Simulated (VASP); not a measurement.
The system is C.

```
C
1.0
     2.12732   -1.22828    0.00000
     2.12732    1.22828    0.00000
    -1.37907    0.00000    3.50283
C
2
Cartesian
  -0.6699 0.0000 3.5025
  3.5455 0.0000 0.0003
```

- Program: VASP 6.6.1
- Task: relaxation of cell and atoms
- Functional: BLYP
- Dispersion: D3(BJ)
- Potentials or basis: VASP PAW PBE potentials, release 64 (C)
- Cutoff: 600 eV
- k mesh: 13 × 13 × 8
- Occupations: fermi-dirac, width 0.05 eV
- Spin: no spin polarisation

At the start: pressure 4.1 GPa; volume 9.15 Å³/atom.

Q: How do energy, volume and symmetry change on relaxing?

A: Over 10 steps the energy falls by 8.8 meV/atom and the volume is 8.60 Å³/atom (-6.0 %); space group R-3m (No. 166, to 0.05 Å).

The path:
```csv
step,energy change (eV),largest force (eV/Å),pressure (GPa),volume (Å³)
1,0.0000,0.0024,4.05,18.31
2,0.0237,0.0084,-12.34,18.92
3,-0.0055,0.0012,-1.31,18.49
4,-0.0055,0.0012,-1.17,18.49
5,-0.0074,0.0032,-1.11,18.36
6,-0.0125,0.0154,-0.80,17.99
7,-0.0176,0.0401,0.07,17.25
8,-0.0176,0.0416,0.18,17.21
9,-0.0141,0.5216,-1.06,17.20
10,-0.0176,0.0092,0.01,17.21
```

Final structure:
```
C
1.0
     2.13934   -1.23462   -0.00176
     2.13934    1.23462   -0.00176
    -1.38974    0.00000    3.25833
C
2
Direct
  0.16657 0.16657 0.99979
  0.83343 0.83343 0.00021
```

Caveat: the PAW data sets were made with another functional, which shifts forces and pressure a little.
